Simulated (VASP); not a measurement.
Wanted: the native input for a VASP 6.6.1 run.

```
Task                   : single point
Functional             : PBEsol
Potentials or basis    : VASP PAW PBE potentials, release 64 (Y_sv)
Cutoff                 : 500 eV
k mesh                 : 6 × 6 × 6
Occupations            : fermi-dirac, width 0.1 eV
Spin                   : no spin polarisation
Dipole correction      : no
Further INCAR settings : ALGO = Normal; EDIFF = 1e-06; NBANDS = 12
```

The structure of Y lies in POSCAR:

```
Y
1.0
    0.0000000000      2.4385000000      2.4385000000
    2.4385000000      0.0000000000      2.4385000000
    2.4385000000      2.4385000000      0.0000000000
Y
1
Direct
    0.0000000000      0.0000000000      0.0000000000
```

The input as run:

INCAR

```
ALGO = Normal
EDIFF = 1E-6
ENCUT = 500
GGA = PS
GGA_COMPAT = F
ISIF = 2
ISMEAR = -1
LASPH = T
LCHARG = T
LELF = T
LREAL = F
LVHAR = T
LWAVE = F
NBANDS = 12
NELM = 120
PREC = Accurate
SIGMA = 0.1
```

KPOINTS

```
k-points
0
Gamma
  6 6 6
```

Potentials or basis: VASP PAW PBE potentials, release 64 (Y_sv).

Command:

```console
$ cat potpaw_PBE.64/Y_sv/POTCAR > POTCAR
$ mpirun -np 1 vasp_std > vasp.out
```

It gave:

The pressure is 2.7 GPa.

Caveat: the k points lie up to 0.37 Å⁻¹ apart; the PAW data sets were made with another functional, which shifts forces and pressure a little.

Run time: 12 s on 1 thread of AMD EPYC 9R45 (Zen 5), on a shared host, peak memory 0.14 GiB.
